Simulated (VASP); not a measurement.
Si:

```
CELL_PARAMETERS angstrom
0.00000 2.72212 2.72212
2.72212 0.00000 2.72212
2.72212 2.72212 0.00000
ATOMIC_POSITIONS crystal
Si 0.25000 0.25000 0.25000
Si 0.00000 0.00000 0.00000
```

Base run:

| Property | Result |
| --- | --- |
| Program | VASP 6.6.1 |
| Functional | PBE |
| Potentials or basis | VASP PAW PBE potentials, release 64 (Si) |
| Cutoff | 520 eV |
| k mesh | 8 × 8 × 8 |
| Occupations | gaussian, width 0.01 eV |
| Spin | no spin polarisation |

Its results: band gap on the k mesh 0.63 eV, indirect (least direct gap 2.56 eV); pressure 1.2 GPa.

Task: The run is repeated on the same cell with these changes: k mesh from 8 × 8 × 8 to 6 × 6 × 6. What comes out?

Result: Band gap on the k mesh 0.72 eV, indirect (least direct gap 2.56 eV); pressure 1.3 GPa.

A k mesh can miss the band edges.
